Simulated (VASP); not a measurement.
Write the native input for VASP 6.6.1 that does the following.

```
Task                   : single point
Functional             : PBE
Potentials or basis    : VASP PAW PBE potentials, release 64 (Al, Si, Cl)
Cutoff                 : 520 eV
k mesh                 : 6 × 6 × 4
Occupations            : gaussian, width 0.2 eV
Spin                   : no spin polarisation
Dipole correction      : no
Further INCAR settings : ALGO = Normal; EDIFF = 1e-06; NBANDS = 35
```

The structure of Al2SiCl2 lies in POSCAR:

```
Al2SiCl2
1.0
    0.0000000000      4.0945205320      0.0000000000
   -2.0472602660     -2.0472602660      5.9338876556
    8.1890410640      0.0000000000      0.0000000000
Al Si Cl
4 2 4
Direct
    0.3908740821      0.7817481642      0.1954370410
    0.3908740821      0.7817481642      0.6954370410
    0.6091259179      0.2182518358      0.3045629590
    0.6091259179      0.2182518358      0.8045629590
    0.0000000000      0.0000000000      0.0000000000
    0.0000000000      0.0000000000      0.5000000000
    0.7500000000      0.5000000000      0.1250000000
    0.7500000000      0.5000000000      0.6250000000
    0.2500000000      0.5000000000      0.3750000000
    0.2500000000      0.5000000000      0.8750000000
```

These files were run (other wordings do the same):

INCAR

```
ALGO = Normal
EDIFF = 1E-6
ENCUT = 520
GGA = PE
ISIF = 2
ISMEAR = 0
LASPH = T
LCHARG = F
LREAL = F
LWAVE = F
NBANDS = 35
NELM = 60
PREC = Accurate
SIGMA = 0.2
```

KPOINTS

```
k-points
0
Gamma
  6 6 4
```

Potentials or basis: VASP PAW PBE potentials, release 64 (Al, Si, Cl).

Launch:

```sh
$ cat potpaw_PBE.64/Al/POTCAR potpaw_PBE.64/Si/POTCAR potpaw_PBE.64/Cl/POTCAR > POTCAR
$ mpirun -np 1 vasp_std > vasp.out
```

It gave:

```json
{"Pressure": "0.1 GPa", "Largest force": "0.073 eV/Å", "Band gap on the k mesh": "zero (band 24 reaches 6.24 eV, above the bottom of band 25 at 5.37 eV)"}
```

Wall time 12 min on 1 thread of AMD EPYC 7R13 Processor (Zen 3) (shared host), peak memory 0.42 GiB.
